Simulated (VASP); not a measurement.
# Nb3O (Pm-3n) in VASP: electric field gradients with PBEsol

Aim: the electric field gradients of Nb3O with PBEsol.

Everything below comes from runs of VASP 6.6.1. Logs are shortened: lines on timing, memory, paths and dates and some standing lists are left out, and cuts for length are marked.

## Step 1: The cell of the first run

The structure is cubic, space group Pm-3n (No. 223). The conventional cell has a = 4.914 Å, b = 4.914 Å, c = 4.914 Å, α = 90.00°, β = 90.00°, γ = 90.00°. Nb (site symmetry -4m2) has 10 Nb at 2.46 to 3.01 Å and 4 O at 2.75 Å within 3.2 Å. Within 3.6 Å of O (site symmetry m-3) lie 12 Nb at 2.75 Å.

## Step 2: Electric field gradients, PBEsol

File INCAR:

```
PREC     = Accurate       # precision mode
ENCUT    = 520            # plane-wave cutoff, eV
EDIFF    = 1E-8           # SCF threshold, eV
ISMEAR   = -1             # smearing method
SIGMA    = 0.15           # smearing width, eV
LREAL    = F              # projectors in reciprocal space
LASPH    = T              # aspherical terms in the spheres
NELM     = 100            # most SCF steps
ALGO     = Normal         # electronic algorithm
ISIF     = 2              # what is computed and relaxed
LWAVE    = F              # write WAVECAR
LCHARG   = F              # write CHGCAR
GGA      = PS             # functional
LEFG     = T            
NBANDS   = 55             # bands
```

File KPOINTS:

```
Automatic mesh
0
Gamma
  8 8 8
```

File POSCAR:

```
Nb3O
1.0
    4.9139558905      0.0000000000      0.0000000000
    0.0000000000      4.9139558905      0.0000000000
    0.0000000000      0.0000000000      4.9139558905
Nb O
6 2
Direct
    0.2500000000      0.0000000000      0.5000000000
    0.5000000000      0.7500000000      0.0000000000
    0.7500000000      0.0000000000      0.5000000000
    0.5000000000      0.2500000000      0.0000000000
    0.0000000000      0.5000000000      0.7500000000
    0.0000000000      0.5000000000      0.2500000000
    0.0000000000      0.0000000000      0.0000000000
    0.5000000000      0.5000000000      0.5000000000
```

Potentials or basis: VASP PAW PBE potentials, release 64 (Nb_sv, O).

The run is started by

```bash
cat potpaw_PBE.64/Nb_sv/POTCAR potpaw_PBE.64/O/POTCAR > POTCAR
mpirun -np 1 vasp_std > vasp.out
```

OUTCAR:

```text
PREC = Accurate
   ENCUT = 520
   EDIFF = 1E-8
   ISMEAR = -1
   LREAL = F
   LASPH = T
   NELM = 100
   ISIF = 2
   GGA = PS

 ion  position               nearest neighbor table
   1  0.250  0.000  0.500-   3 2.46   3 2.46   4 3.01   5 3.01   6 3.01   2 3.01   4 3.01   5 3.01
                             6 3.01   2 3.01
   2  0.500  0.750  0.000-   4 2.46   4 2.46   1 3.01   5 3.01   6 3.01   1 3.01   3 3.01   3 3.01
                             5 3.01   6 3.01
   3  0.750  0.000  0.500-   1 2.46   1 2.46   4 3.01   5 3.01   6 3.01   2 3.01   4 3.01   5 3.01
                             6 3.01   2 3.01
   4  0.500  0.250  0.000-   2 2.46   2 2.46   3 3.01   5 3.01   6 3.01   1 3.01   3 3.01   1 3.01
                             5 3.01   6 3.01
   5  0.000  0.500  0.750-   6 2.46   6 2.46   3 3.01   4 3.01   1 3.01   2 3.01   1 3.01   3 3.01
                             2 3.01   4 3.01
   6  0.000  0.500  0.250-   5 2.46   5 2.46   3 3.01   4 3.01   1 3.01   2 3.01   1 3.01   3 3.01
                             2 3.01   4 3.01
   7  0.000  0.000  0.000-
   8  0.500  0.500  0.500-

  LATTYP: Found a simple cubic cell.
 ALAT       =     4.9139558905

  Lattice vectors:

 A1 = (   4.9139558905,   0.0000000000,   0.0000000000)
 A2 = (   0.0000000000,   4.9139558905,   0.0000000000)
 A3 = (   0.0000000000,   0.0000000000,   4.9139558905)

Analysis of symmetry for initial positions (statically):
=====================================================================
 Subroutine PRICEL returns:
 Original cell was already a primitive cell.

 Routine SETGRP: Setting up the symmetry group for a
 simple cubic supercell.

 Subroutine GETGRP returns: Found 48 space group operations
 (whereof 24 operations were pure point group operations)
 out of a pool of 48 trial point group operations.

The static configuration has the point symmetry T_h .
 The point group associated with its full space group is O_h .

Analysis of symmetry for dynamics (positions and initial velocities):
=====================================================================
 Subroutine PRICEL returns:
 Original cell was already a primitive cell.

 Routine SETGRP: Setting up the symmetry group for a
 simple cubic supercell.

 Subroutine GETGRP returns: Found 48 space group operations
 (whereof 24 operations were pure point group operations)
 out of a pool of 48 trial point group operations.

The dynamic configuration has the point symmetry T_h .
 The point group associated with its full space group is O_h .

 Subroutine INISYM returns: Found 48 space group operations
 (whereof 24 operations are pure point group operations),
 and found     1 'primitive' translations

----------------------------------------------------------------------------------------

                                     Primitive cell

  volume of cell :     118.6571

  direct lattice vectors                    reciprocal lattice vectors
     4.913955890  0.000000000  0.000000000     0.203502030  0.000000000  0.000000000
     0.000000000  4.913955890  0.000000000     0.000000000  0.203502030  0.000000000
     0.000000000  0.000000000  4.913955890     0.000000000  0.000000000  0.203502030

  length of vectors
     4.913955890  4.913955890  4.913955890     0.203502030  0.203502030  0.203502030

  position of ions in fractional coordinates (direct lattice)
     0.250000000  0.000000000  0.500000000
     0.500000000  0.750000000  0.000000000
     0.750000000  0.000000000  0.500000000
     0.500000000  0.250000000  0.000000000
     0.000000000  0.500000000  0.750000000
     0.000000000  0.500000000  0.250000000
     0.000000000  0.000000000  0.000000000
     0.500000000  0.500000000  0.500000000

  ion indices of the primitive-cell ions
   primitive index   ion index
                 1           1
                 2           2
                 3           3
                 4           4
                 5           5
                 6           6
                 7           7
                 8           8

----------------------------------------------------------------------------------------

 KPOINTS: Automatic mesh

Automatic generation of k-mesh.
 Grid dimensions read from file:
 generate k-points for:    8    8    8

 Generating k-lattice:

  Cartesian coordinates                     Fractional coordinates (reciprocal lattice)
[... 42 lines left out ...]
   k-points           NKPTS =     35   k-points in BZ     NKDIM =     35   number of bands    NBANDS=     55
   number of dos      NEDOS =    301   number of ions     NIONS =      8
   total plane-waves  NPLWV =  64000
   dimension x,y,z NGX =    40 NGY =   40 NGZ =   40
   dimension x,y,z NGXF=    80 NGYF=   80 NGZF=   80
   ions per type =               6   2
   NGX,Y,Z   is equivalent  to a cutoff of  13.53, 13.53, 13.53 a.u.
   NGXF,Y,Z  is equivalent  to a cutoff of  27.07, 27.07, 27.07 a.u.
 SYSTEM =  unknown system
   PREC   = accura    normal or accurate (medium, high low for compatibility)
   ISTART =      0    job   : 0-new  1-cont  2-samecut
   ICHARG =      2    charge: 1-file 2-atom 10-const
   ISPIN  =      1    spin polarized calculation?
   LNONCOLLINEAR =      F non collinear calculations
   LSORBIT =      F    spin-orbit coupling
   LASPH  =      T    aspherical Exc in radial PAW
   ENCUT  =  520.0 eV  38.22 Ry    6.18 a.u.   9.14  9.14  9.14*2*pi/ulx,y,z
   NELM   =    100;   NELMIN=  2; NELMDL= -5     # of ELM steps
   EDIFF  = 0.1E-07   stopping-criterion for ELM
   LREAL  =      F    real-space projection
   EDIFFG = 0.1E-06   stopping-criterion for IOM
   NSW    =      0    number of steps for IOM
   IBRION =     -1    ionic relax: 0-MD 1-quasi-New 2-CG
   NFREE  =      0    steps in history (QN), initial steepest desc. (CG)
   ISIF   =      2    stress and relaxation
   ISYM   =      2    0-nonsym 1-usesym 2-fastsym
   POTIM  = 0.5000    time-step for ionic-motion
   TEBEG  =    0.0;   TEEND  =   0.0 temperature during run
   PSTRESS=    0.0 pullay stress
   NELECT =      90.0000    total number of electrons
   NUPDOWN=      -1.0000    fix difference up-down
   EMIN   =  10.00;   EMAX   =-10.00  energy-range for DOS
   EFERMI =   0.00;   METHOD = LEGACY
   ISMEAR =    -1;   SIGMA  =   0.15  broadening in eV -4-tet -1-fermi 0-gaus
   EFERMI_NEDOS =   21; number of points for ismear=-14 and -15
   IALGO  =     38    algorithm
   IMIX   =      4    mixing-type and parameters
     AMIX     =   0.40;   BMIX     =  1.00
     AMIX_MAG =   1.60;   BMIX_MAG =  1.00
  volume/ion in A,a.u.               =      14.83       100.09
  Fermi-wavevector in a.u.,A,eV,Ry     =   1.492993  2.821348 30.327765  2.229028
  Thomas-Fermi vector in A             =   2.605450
   LORBIT       =      0    0 simple, 1 ext, 2 COOP (PROOUT), +10 PAW based schemes
   GGA     = PS    functional components
   LHFCALC =     F    Hartree Fock is set to
   AEXX    =    0.0000 exact exchange contribution
   IVDW    =     0    specifies the selected vdW correction
   LEPSILON=     F    determine dielectric tensor
   LRPA    =     F    only Hartree local field effects (RPA)
 non-spin polarized calculation
  energy-cutoff  :      520.00
  volume of cell :      118.66
 maximum number of plane-waves:      3218
 NGX is ok and might be reduce to    40
   NGX = 19   NGY = 19   NGZ = 19

 number of electron      89.9999990 magnetization

 Free energy of the ion-electron system (eV)
  ---------------------------------------------------
  ext. energy  EPLUGINS =         0.00000000
  ---------------------------------------------------
  free energy    TOTEN  =       -75.11117903 eV

  energy without entropy =      -74.76368615  energy(sigma->0) =      -74.93743259

 E-fermi :  11.2767     XC(G=0): -12.7288

 val. band max:       11.2190909370   @ k =   0.5000   0.5000   0.0000
 cond. band min:      11.2838151993   @ k =   0.3750   0.3750   0.0000
 fundamental gap:      0.0647242623
 Fermi energy:        11.2766898453

 k-point     1 :       0.0000    0.0000    0.0000
  band No.  band energies     occupation
      1     -43.6394      2.00000
      2     -43.4609      2.00000
      3     -43.4609      2.00000
      4     -43.0067      2.00000
      5     -43.0067      2.00000
      6     -43.0067      2.00000
[... 1381 lines left out ...]
     54      13.1259      0.00001
     55      13.8895      0.00000

 [... further k-points ...]

------------------------ aborting loop because EDIFF is reached ----------------------------------------

  FORCE on cell =-STRESS in cart. coord.  units (eV):
  Direction    XX          YY          ZZ          XY          YZ          ZX
  --------------------------------------------------------------------------------------
  -------------------------------------------------------------------------------------
  Total       -0.1084327     -0.1084327     -0.1084327     -0.0000000      0.0000000      0.0000000
  in kB       -1.4641215     -1.4641215     -1.4641215     -0.0000000      0.0000000      0.0000000
  external PRESSURE =      -1.4641215 kB  Pullay stress =       0.0000000 kB

 VOLUME and BASIS-vectors are now :
 -----------------------------------------------------------------------------
  energy-cutoff  :      520.00
  volume of cell :      118.66
      direct lattice vectors                 reciprocal lattice vectors
     4.913955890  0.000000000  0.000000000     0.203502030  0.000000000  0.000000000
     0.000000000  4.913955890  0.000000000     0.000000000  0.203502030  0.000000000
     0.000000000  0.000000000  4.913955890     0.000000000  0.000000000  0.203502030

 POSITION                                       TOTAL-FORCE (eV/Angst)
 -----------------------------------------------------------------------------------
      1.22849      0.00000      2.45698        -0.000000     -0.000000     -0.000000
      2.45698      3.68547      0.00000        -0.000000      0.000000      0.000000
      3.68547      0.00000      2.45698         0.000000      0.000000      0.000000
      2.45698      1.22849      0.00000         0.000000     -0.000000      0.000000
      0.00000      2.45698      3.68547         0.000000     -0.000000      0.000000
      0.00000      2.45698      1.22849        -0.000000      0.000000     -0.000000
      0.00000      0.00000      0.00000         0.000000     -0.000000      0.000000
      2.45698      2.45698      2.45698         0.000000     -0.000000      0.000000
 -----------------------------------------------------------------------------------
    total drift:                                0.000000     -0.000000      0.000000

  FREE ENERGIE OF THE ION-ELECTRON SYSTEM (eV)
  ---------------------------------------------------
  free  energy   TOTEN  =       -75.1111790308 eV

  energy  without entropy=      -74.7636861483  energy(sigma->0) =      -74.93743259

 Electric field gradients (V/A^2)
---------------------------------------------------------------------
 ion       V_xx      V_yy      V_zz      V_xy      V_xz      V_yz
---------------------------------------------------------------------
   1      19.759    -9.880    -9.880     0.000     0.000     0.000
   2      -9.880    19.759    -9.880     0.000     0.000     0.000
   3      19.759    -9.880    -9.880     0.000     0.000     0.000
   4      -9.880    19.759    -9.880     0.000     0.000    -0.000
   5      -9.880    -9.880    19.759     0.000     0.000     0.000
   6      -9.880    -9.880    19.759     0.000    -0.000     0.000
   7      -0.000     0.000    -0.000     0.000    -0.000     0.000
   8      -0.000     0.000    -0.000    -0.000     0.000    -0.000
---------------------------------------------------------------------

 Electric field gradients after diagonalization (V/A^2)
 (convention: |V_zz| > |V_xx| > |V_yy|)
----------------------------------------------------------------------
 ion       V_xx      V_yy      V_zz     asymmetry (V_yy - V_xx)/ V_zz
----------------------------------------------------------------------
   1      -9.880    -9.880    19.759       0.000
   2      -9.880    -9.880    19.759       0.000
   3      -9.880    -9.880    19.759       0.000
   4      -9.880    -9.880    19.759       0.000
   5      -9.880    -9.880    19.759       0.000
   6      -9.880    -9.880    19.759       0.000
   7      -0.000     0.000    -0.000      -1.153
   8      -0.000     0.000    -0.000      -0.406
----------------------------------------------------------------------

           NMR quadrupolar parameters

 Cq : quadrupolar parameter    Cq=e*Q*V_zz/h
 eta: asymmetry parameters     (V_yy - V_xx)/ V_zz
 Q  : nuclear electric quadrupole moment in mb (millibarn)
----------------------------------------------------------------------
 ion       Cq(MHz)       eta       Q (mb)
----------------------------------------------------------------------
   1       0.048       0.000       1.000
   2       0.048       0.000       1.000
   3       0.048       0.000       1.000
   4       0.048       0.000       1.000
   5       0.048       0.000       1.000
   6       0.048       0.000       1.000
   7      -0.000      -1.153       1.000
   8      -0.000      -0.406       1.000
----------------------------------------------------------------------
```

Run time: 17 min. Hardware: 1 thread of Intel Xeon 8259CL, shared host; peak memory 0.3 GiB.

What came out:

```yaml
Free_energy: -75.1112 eV
Pressure: -0.1 GPa
Band_gap_on_the_k_mesh: zero (bands 45 and 46 overlap by 0.46 eV)
Largest_electric_field_gradient_by_atom: Nb +19.8; O -0.0 V/Å²
```

Levels at points of the mesh, in eV from the Fermi level:
| k point | band 41 | band 42 | band 43 | band 44 | band 45 | band 46 | band 47 | band 48 | band 49 | band 50 |
| --- | --- | --- | --- | --- | --- | --- | --- | --- | --- | --- |
| (0.00, 0.00, 0.00) | -0.81 | -0.81 | -0.81 | -0.32 | -0.32 | 0.06 | 0.69 | 0.69 | 0.69 | 2.56 |
| (0.50, 0.00, 0.00) | -1.41 | -1.41 | -1.23 | -1.23 | 0.21 | 0.21 | 1.13 | 1.13 | 1.43 | 1.43 |
| (0.50, 0.50, 0.00) | -1.00 | -1.00 | -0.43 | -0.06 | -0.06 | 0.48 | 0.74 | 0.78 | 0.78 | 1.27 |
| (0.50, 0.50, 0.50) | -0.58 | -0.58 | -0.58 | -0.58 | -0.15 | -0.15 | -0.15 | -0.15 | 0.67 | 0.67 |

Electric field gradients, principal values (V/Å²):
```
atom   least  middle  greatest (by size)
1 Nb  -9.880  -9.880              19.759
2 Nb  -9.880  -9.880              19.759
3 Nb  -9.880  -9.880              19.759
4 Nb  -9.880  -9.880              19.759
5 Nb  -9.880  -9.880              19.759
6 Nb  -9.880  -9.880              19.759
 7 O   0.000   0.000               0.000
 8 O   0.000   0.000               0.000
```

Caveat: without QUAD_EFG the Cq values of the log hold for a quadrupole moment of 1 mb, not for the nuclei; the PAW data sets were made with another functional, which shifts forces and pressure a little.

The gap in the log of VASP goes by the Fermi energy; the results here count the filled bands.